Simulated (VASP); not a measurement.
# Mn2Al2Cu (I4mm) in VASP: single point with PBE

Aim: the single point of Mn2Al2Cu with PBE.

Everything below comes from runs of VASP 6.6.1. Logs are shortened: lines on timing, memory, paths and dates and some standing lists are left out, and cuts for length are marked.

### 1 The cell of the first run

The structure is tetragonal, space group I4mm (No. 107). The conventional cell has a = 3.060 Å, b = 3.060 Å, c = 13.962 Å, α = 90.00°, β = 90.00°, γ = 90.00°. Within 3.3 Å of Mn (site symmetry 4mm) lie 8 Mn at 2.52 to 3.06 Å and 5 Al at 2.53 to 2.95 Å and 1 Cu at 2.76 Å. Within 3.3 Å of Mn (site symmetry 4mm) lie 8 Mn at 2.52 to 3.06 Å and 2 Al at 2.60 to 2.73 Å and 4 Cu at 2.61 Å. Al (site symmetry 4mm) has 4 Cu at 2.51 Å and 8 Al at 2.72 to 3.06 Å and 2 Mn at 2.73 to 2.95 Å within 3.3 Å. Al (site symmetry 4mm) has 5 Mn at 2.53 to 2.60 Å and 8 Al at 2.72 to 3.06 Å and 1 Cu at 2.92 Å within 3.3 Å. Cu (site symmetry 4mm) has 5 Al at 2.51 to 2.92 Å and 5 Mn at 2.61 to 2.76 Å and 4 Cu at 3.06 Å within 3.3 Å.

### 2 Single point, PBE, collinear spin, ferromagnetic start

Input file INCAR:

```
SYSTEM = Mn2Al2Cu
ALGO     = Normal         ! electronic algorithm
EDIFF    = 1E-6           ! SCF threshold, eV
ENCUT    = 520            ! plane-wave cutoff, eV
GGA      = PE             ! functional
ISIF     = 2              ! what is computed and relaxed
ISMEAR   = 0              ! smearing method
ISPIN    = 2              ! spin polarisation
LASPH    = .True.         ! aspherical terms in the spheres
LCHARG   = .False.        ! write CHGCAR
LMAXMIX  = 4              ! l up to which the mixer works
LORBIT   = 11             ! projections on sites
LREAL    = .False.        ! projectors in reciprocal space
LWAVE    = .False.        ! write WAVECAR
MAGMOM   = 4 4 0 0 0      ! initial moments
NBANDS   = 34             ! bands
NELM     = 150            ! most SCF steps
PREC     = Accurate       ! precision mode
SIGMA    = 0.1            ! smearing width, eV
```

Input file KPOINTS:

```
k-points
0
Gamma
  8 8 8
  0 0 0
```

Input file POSCAR:

```
Mn2Al2Cu
1.0
   -1.5297600014      1.5297600014      6.9809980738
    1.5297600014     -1.5297600014      6.9809980738
    1.5297600014      1.5297600014     -6.9809980738
Mn Al Cu
2 2 1
Direct
    0.8028267387      0.8028267387      0.0000000000
    0.3956418035      0.3956418035      0.0000000000
    0.5915267674      0.5915267674      0.0000000000
    0.2095449494      0.2095449494      0.0000000000
    1.0004597910      1.0004597910      0.0000000000
```

Potentials or basis: VASP PAW PBE potentials, release 64 (Mn_pv, Al, Cu).

Launch:

```bash
$ cat potpaw_PBE.64/Mn_pv/POTCAR potpaw_PBE.64/Al/POTCAR potpaw_PBE.64/Cu/POTCAR > POTCAR
$ mpirun -np 1 vasp_std > vasp.out
```

OUTCAR:

```text
SYSTEM = Mn2Al2Cu
   EDIFF = 1E-6
   ENCUT = 520
   GGA = PE
   ISIF = 2
   ISMEAR = 0
   ISPIN = 2
   LASPH = .True.
   LORBIT = 11
   LREAL = .False.
   NELM = 150
   PREC = Accurate

 ion  position               nearest neighbor table
   1  0.803  0.803  0.000-   2 2.52   2 2.52   2 2.52   2 2.52   4 2.53   4 2.53   4 2.53   4 2.53
                             5 2.76   3 2.95
   2  0.396  0.396  0.000-   1 2.52   1 2.52   1 2.52   1 2.52   4 2.60   5 2.61   5 2.61   5 2.61
                             5 2.61   3 2.73
   3  0.592  0.592  0.000-   5 2.51   5 2.51   5 2.51   5 2.51   4 2.72   4 2.72   4 2.72   4 2.72
                             2 2.73   1 2.95
   4  0.210  0.210  0.000-   1 2.53   1 2.53   1 2.53   1 2.53   2 2.60   3 2.72   3 2.72   3 2.72
                             3 2.72   5 2.92
   5  0.000  0.000  0.000-   3 2.51   3 2.51   3 2.51   3 2.51   2 2.61   2 2.61   2 2.61   2 2.61
                             1 2.76   4 2.92

  LATTYP: Found a body centered tetragonal cell.
 ALAT       =     3.0595200028
 C/A-ratio  =     4.5634596717

  Lattice vectors:

 A1 = (  -1.5297600014,   1.5297600014,   6.9809980738)
 A2 = (   1.5297600014,  -1.5297600014,   6.9809980738)
 A3 = (   1.5297600014,   1.5297600014,  -6.9809980738)

Analysis of symmetry for initial positions (statically):
=====================================================================
 Subroutine PRICEL returns:
 Original cell was already a primitive cell.

 Routine SETGRP: Setting up the symmetry group for a
 body centered tetragonal supercell.

 Subroutine GETGRP returns: Found  8 space group operations
 (whereof  8 operations were pure point group operations)
 out of a pool of 16 trial point group operations.

The static configuration has the point symmetry C_4v.

Analysis of symmetry for dynamics (positions and initial velocities):
=====================================================================
 Subroutine PRICEL returns:
 Original cell was already a primitive cell.

 Routine SETGRP: Setting up the symmetry group for a
 body centered tetragonal supercell.

 Subroutine GETGRP returns: Found  8 space group operations
 (whereof  8 operations were pure point group operations)
 out of a pool of 16 trial point group operations.

The dynamic configuration has the point symmetry C_4v.

Analysis of structural, dynamic, and magnetic symmetry:
=====================================================================
 Subroutine PRICEL returns:
 Original cell was already a primitive cell.

 Routine SETGRP: Setting up the symmetry group for a
 body centered tetragonal supercell.

 Subroutine GETGRP returns: Found  8 space group operations
 (whereof  8 operations were pure point group operations)
 out of a pool of 16 trial point group operations.

The overall configuration has the point symmetry C_4v.

 Subroutine INISYM returns: Found  8 space group operations
 (whereof  8 operations are pure point group operations),
 and found     1 'primitive' translations

----------------------------------------------------------------------------------------

                                     Primitive cell

  volume of cell :      65.3468

  direct lattice vectors                    reciprocal lattice vectors
    -1.529760001  1.529760001  6.980998074     0.000000000  0.326848656  0.071622996
     1.529760001 -1.529760001  6.980998074     0.326848656  0.000000000  0.071622996
     1.529760001  1.529760001 -6.980998074     0.326848656  0.326848656  0.000000000

  length of vectors
     7.308533740  7.308533740  7.308533740     0.334604090  0.334604090  0.462233802

  position of ions in fractional coordinates (direct lattice)
     0.802826739  0.802826739  0.000000000
     0.395641803  0.395641803  0.000000000
     0.591526767  0.591526767  0.000000000
     0.209544949  0.209544949  0.000000000
     0.000459791  0.000459791  0.000000000

  ion indices of the primitive-cell ions
   primitive index   ion index
                 1           1
                 2           2
                 3           3
                 4           4
                 5           5

----------------------------------------------------------------------------------------

 KPOINTS: k-points

Automatic generation of k-mesh.
 Grid dimensions read from file:
 generate k-points for:    8    8    8

 Generating k-lattice:

  Cartesian coordinates                     Fractional coordinates (reciprocal lattice)
     0.000000000  0.040856082  0.008952875     0.125000000  0.000000000  0.000000000
     0.040856082  0.000000000  0.008952875     0.000000000  0.125000000  0.000000000
     0.040856082  0.040856082  0.000000000     0.000000000  0.000000000  0.125000000

  Length of vectors
     0.041825511  0.041825511  0.057779225

  Shift w.r.t. Gamma in fractional coordinates (k-lattice)
     0.000000000  0.000000000  0.000000000

 Subroutine IBZKPT returns following result:
 ===========================================

 Found     59 irreducible k-points:

 Following reciprocal coordinates:
            Coordinates               Weight
  0.000000  0.000000  0.000000      1.000000
  0.125000  0.000000  0.000000      8.000000
  0.250000  0.000000  0.000000      8.000000
  0.375000  0.000000  0.000000      8.000000
  0.500000  0.000000  0.000000      4.000000
  0.125000  0.125000  0.000000      8.000000
[... 16 lines left out ...]
  0.250000  0.125000  0.125000     16.000000
  0.375000  0.125000  0.125000      8.000000
 [... further k-points ...]
   k-points           NKPTS =     59   k-points in BZ     NKDIM =     59   number of bands    NBANDS=     34
   number of dos      NEDOS =    301   number of ions     NIONS =      5
   total plane-waves  NPLWV = 157464
   dimension x,y,z NGX =    54 NGY =   54 NGZ =   54
   dimension x,y,z NGXF=   108 NGYF=  108 NGZF=  108
   ions per type =               2   2   1
   NGX,Y,Z   is equivalent  to a cutoff of  12.28, 12.28, 12.28 a.u.
   NGXF,Y,Z  is equivalent  to a cutoff of  24.57, 24.57, 24.57 a.u.
 SYSTEM =  Mn2Al2Cu
   PREC   = accura    normal or accurate (medium, high low for compatibility)
   ISTART =      0    job   : 0-new  1-cont  2-samecut
   ICHARG =      2    charge: 1-file 2-atom 10-const
   ISPIN  =      2    spin polarized calculation?
   LNONCOLLINEAR =      F non collinear calculations
   LSORBIT =      F    spin-orbit coupling
   LASPH  =      T    aspherical Exc in radial PAW
   ENCUT  =  520.0 eV  38.22 Ry    6.18 a.u.  13.59 13.59 13.59*2*pi/ulx,y,z
   NELM   =    150;   NELMIN=  2; NELMDL= -5     # of ELM steps
   EDIFF  = 0.1E-05   stopping-criterion for ELM
   LREAL  =      F    real-space projection
   EDIFFG = 0.1E-04   stopping-criterion for IOM
   NSW    =      0    number of steps for IOM
   IBRION =     -1    ionic relax: 0-MD 1-quasi-New 2-CG
   NFREE  =      0    steps in history (QN), initial steepest desc. (CG)
   ISIF   =      2    stress and relaxation
   ISYM   =      2    0-nonsym 1-usesym 2-fastsym
   POTIM  = 0.5000    time-step for ionic-motion
   TEBEG  =    0.0;   TEEND  =   0.0 temperature during run
   PSTRESS=    0.0 pullay stress
   NELECT =      43.0000    total number of electrons
   NUPDOWN=      -1.0000    fix difference up-down
   EMIN   =  10.00;   EMAX   =-10.00  energy-range for DOS
   EFERMI =   0.00;   METHOD = LEGACY
   ISMEAR =     0;   SIGMA  =   0.10  broadening in eV -4-tet -1-fermi 0-gaus
   EFERMI_NEDOS =   21; number of points for ismear=-14 and -15
   IALGO  =     38    algorithm
   IMIX   =      4    mixing-type and parameters
     AMIX     =   0.40;   BMIX     =  1.00
     AMIX_MAG =   1.60;   BMIX_MAG =  1.00
  volume/ion in A,a.u.               =      13.07        88.20
  Fermi-wavevector in a.u.,A,eV,Ry     =   1.423933  2.690844 27.586979  2.027586
  Thomas-Fermi vector in A             =   2.544478
   LORBIT       =     11    0 simple, 1 ext, 2 COOP (PROOUT), +10 PAW based schemes
   GGA     = PE    functional components
   LHFCALC =     F    Hartree Fock is set to
   AEXX    =    0.0000 exact exchange contribution
   IVDW    =     0    specifies the selected vdW correction
   LEPSILON=     F    determine dielectric tensor
   LRPA    =     F    only Hartree local field effects (RPA)
 spin polarized calculation
 Gauss-broadening in eV      SIGMA  =   0.10
  energy-cutoff  :      520.00
  volume of cell :       65.35
 maximum number of plane-waves:      1778
   NGX = 27   NGY = 27   NGZ = 27

 number of electron      43.0000009 magnetization       2.8255789

 Free energy of the ion-electron system (eV)
  ---------------------------------------------------
  ext. energy  EPLUGINS =         0.00000000
  ---------------------------------------------------
  free energy    TOTEN  =       -29.53529342 eV

  energy without entropy =      -29.52771715  energy(sigma->0) =      -29.53150529

 E-fermi :   9.0066     XC(G=0): -11.9839

 val. band max:        8.9968164558   @ k =  -0.3750   0.5000   0.1250
 cond. band min:       9.0078443707   @ k =  -0.2500   0.3750   0.2500
 fundamental gap:      0.0110279149
 Fermi energy:         9.0065840378

 spin component 1

 k-point     1 :       0.0000    0.0000    0.0000
  band No.  band energies     occupation
      1     -40.7389      1.00000
      2     -40.5801      1.00000
      3     -40.5801      1.00000
      4     -38.7017      1.00000
      5     -38.7017      1.00000
      6     -38.6343      1.00000
[... 25 lines left out ...]
     32      17.0676      0.00000
     33      18.8310      0.00000

 k-point     2 :       0.1250    0.0000    0.0000
  band No.  band energies     occupation
      1     -40.7389      1.00000
      2     -40.5865      1.00000
      3     -40.5789      1.00000
      4     -38.7086      1.00000
      5     -38.7019      1.00000
      6     -38.6329      1.00000
[... 784 lines left out ...]
 k-point    24 :       0.3750    0.1250    0.1250
  band No.  band energies     occupation
      1     -40.7348      1.00000
      2     -40.6231      1.00000
      3     -40.5973      1.00000
      4     -38.7449      1.00000
      5     -38.7223      1.00000
      6     -38.6258      1.00000
[... 25 lines left out ...]
     32      15.7574      0.00000
     33      16.3132      0.00000

 [... further k-points ...]

 spin component 2

 k-point     1 :       0.0000    0.0000    0.0000
  band No.  band energies     occupation
      1     -39.0436      1.00000
      2     -39.0436      1.00000
      3     -38.9333      1.00000
      4     -37.4699      1.00000
      5     -37.2973      1.00000
      6     -37.2973      1.00000
[... 25 lines left out ...]
     32      17.0516      0.00000
     33      18.9109      0.00000

 k-point     2 :       0.1250    0.0000    0.0000
  band No.  band energies     occupation
      1     -39.0511      1.00000
      2     -39.0422      1.00000
      3     -38.9335      1.00000
      4     -37.4682      1.00000
      5     -37.3042      1.00000
      6     -37.2976      1.00000
[... 784 lines left out ...]
 k-point    24 :       0.3750    0.1250    0.1250
  band No.  band energies     occupation
      1     -39.0928      1.00000
      2     -39.0630      1.00000
      3     -38.9281      1.00000
      4     -37.4614      1.00000
      5     -37.3405      1.00000
      6     -37.3182      1.00000
[... 25 lines left out ...]
     32      15.9123      0.00000
     33      16.7290      0.00000

 [... further k-points ...]

 [bands above 33 left out]

------------------------ aborting loop because EDIFF is reached ----------------------------------------

  FORCE on cell =-STRESS in cart. coord.  units (eV):
  Direction    XX          YY          ZZ          XY          YZ          ZX
  --------------------------------------------------------------------------------------
  -------------------------------------------------------------------------------------
  Total        0.0505877      0.0505877      0.1001870      0.0000000     -0.0000000      0.0000000
  in kB        1.2403138      1.2403138      2.4563929      0.0000000     -0.0000000      0.0000000
  external PRESSURE =       1.6456735 kB  Pullay stress =       0.0000000 kB

 VOLUME and BASIS-vectors are now :
 -----------------------------------------------------------------------------
  energy-cutoff  :      520.00
  volume of cell :       65.35
      direct lattice vectors                 reciprocal lattice vectors
    -1.529760001  1.529760001  6.980998074     0.000000000  0.326848656  0.071622996
     1.529760001 -1.529760001  6.980998074     0.326848656  0.000000000  0.071622996
     1.529760001  1.529760001 -6.980998074     0.326848656  0.326848656  0.000000000

 POSITION                                       TOTAL-FORCE (eV/Angst)
 -----------------------------------------------------------------------------------
      0.00000      0.00000     11.20906        -0.000000     -0.000000     -0.001936
      0.00000      0.00000      5.52395         0.000000      0.000000     -0.013441
      0.00000      0.00000      8.25889         0.000000      0.000000      0.024696
      0.00000      0.00000      2.92567         0.000000      0.000000      0.009125
      0.00000      0.00000      0.00642        -0.000000     -0.000000     -0.018444
 -----------------------------------------------------------------------------------
    total drift:                               -0.000006     -0.000006      0.000472

  FREE ENERGIE OF THE ION-ELECTRON SYSTEM (eV)
  ---------------------------------------------------
  free  energy   TOTEN  =       -29.5352934218 eV

  energy  without entropy=      -29.5277171524  energy(sigma->0) =      -29.53150529

 total charge

# of ion       s       p       d       tot
------------------------------------------
    1        0.337   6.301   5.185  11.823
    2        0.347   6.299   5.002  11.648
    3        0.411   0.385   0.000   0.796
    4        0.418   0.407   0.000   0.825
    5        0.483   0.477   9.115  10.074
--------------------------------------------------
tot          1.996  13.869  19.302  35.167

 magnetization (x)

# of ion       s       p       d       tot
------------------------------------------
    1       -0.013  -0.010  -0.328  -0.351
    2        0.027   0.018   3.032   3.078
    3       -0.005  -0.010   0.000  -0.015
    4        0.002   0.002   0.000   0.004
    5       -0.017  -0.011   0.061   0.032
--------------------------------------------------
tot         -0.006  -0.011   2.765   2.748
```

It took 42 min on 1 thread of Intel Xeon 8259CL, shared host; peak memory 0.64 GiB.

What came out:

```yaml
Free_energy: -29.5353 eV
Pressure: 0.2 GPa
Largest_force: 0.025 eV/Å
Net_moment: 2.83 μB per cell
Site_moments: Mn -0.35, +3.08; Al -0.01, +0.00; Cu +0.03 μB
Valence_electrons_inside_the_program's_atomic_spheres: Mn 11.82, 11.65; Al 0.80, 0.82; Cu 10.07
```

Forces in eV/Å, atoms in the order of the input:
```
Mn   0.000  0.000 -0.002
Mn   0.000  0.000 -0.013
Al   0.000  0.000  0.025
Al   0.000  0.000  0.009
Cu   0.000  0.000 -0.018
```
